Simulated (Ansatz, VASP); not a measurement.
## One calculation of Zn2SiN3, two programs

INCAR

```
ALGO = Normal
EDIFF = 1E-7
ENCUT = 520
GGA = PE
ISIF = 2
ISMEAR = 0
ISPIN = 2
LASPH = True
LCHARG = False
LORBIT = 11
LREAL = False
LWAVE = False
MAGMOM = 0 0 0 1 1 1
NBANDS = 34
NELM = 150
PREC = Accurate
SIGMA = 0.1
```

The input KPOINTS:

```
k-points
0
Gamma
  6 6 6
```

File POSCAR:

```
Zn2SiN3
1.0
    5.2697872898      0.0000000000      0.0000000000
   -2.6348936449      4.5637696655      0.0000000000
    0.0000000000      0.0000000000      2.9069219832
Zn Si N
2 1 3
Direct
    0.3333333333      0.6666666667      0.0000000000
    0.6666666667      0.3333333333      0.0000000000
    0.0000000000      0.0000000000      0.0000000000
    0.5000000000      0.0000000000      0.5000000000
    0.0000000000      0.5000000000      0.5000000000
    0.5000000000      0.5000000000      0.5000000000
```

Input for Ansatz:

```yaml
crystal:
  lattice:
    - [5.2697872898, 0.0, 0.0]
    - [-2.6348936449, 4.5637696655, 0.0]
    - [0.0, 0.0, 2.9069219832]
  atoms:
    - { symbol: Zn, position: [0.3333333333, 0.6666666667, 0.0] }
    - { symbol: Zn, position: [0.6666666667, 0.3333333333, 0.0] }
    - { symbol: Si, position: [0.0, 0.0, 0.0] }
    - { symbol: "N", position: [0.5, 0.0, 0.5], spin: 1.0 }
    - { symbol: "N", position: [0.0, 0.5, 0.5], spin: 1.0 }
    - { symbol: "N", position: [0.5, 0.5, 0.5], spin: 1.0 }
basis:
  ecutwfc: 420
kpoints:
  mp_grid: { grid: [6, 6, 6] }
hamiltonian:
  xc: pbe
scf:
  occupations: { method: gaussian, width: 0.1 }
  lower_state_search: "off"
output:
  forces: true
  stress: true
  eigenvalues: true
  populations: true
magnetization:
  spin_polarized: true
```

Change from the starting cell: species swapped into the YCo3Ni2 type (P6/mmm, No. 191).

Alike in both runs: task single point; functional PBE; k mesh 6 × 6 × 6; occupations gaussian, width 0.1 eV; collinear spin.

|  | VASP | Ansatz |
| --- | --- | --- |
| version | VASP 6.6.1 | Ansatz 0.2.0 |
| potentials or method | VASP PAW PBE potentials, release 64 (Zn, Si, N), cutoff 520 eV | scalar-relativistic, plane waves, PAW |
| valence electrons in the cell | 43 | 43 |

Ansatz gave:

| Property | Result |
| --- | --- |
| gap on the k mesh at the Fermi level (eV) | none |
| pressure (GPa) | 0.1 |
| traceless stress, the component that is largest in VASP (GPa) | 0.22 |
| net moment per atom (μB) | 0.00 |

Q: Which values does VASP return?

A: gap on the k mesh at the Fermi level (eV): none; pressure (GPa): 0.7; traceless stress, the component that is largest in VASP (GPa): 0.57; net moment per atom (μB): 0.00.

A gap of «none» marks a metal or a gap that the smearing closes. Ansatz's warnings: seeded moment not kept.

The k mesh is coarse, so the values compare programs but aren't converged.
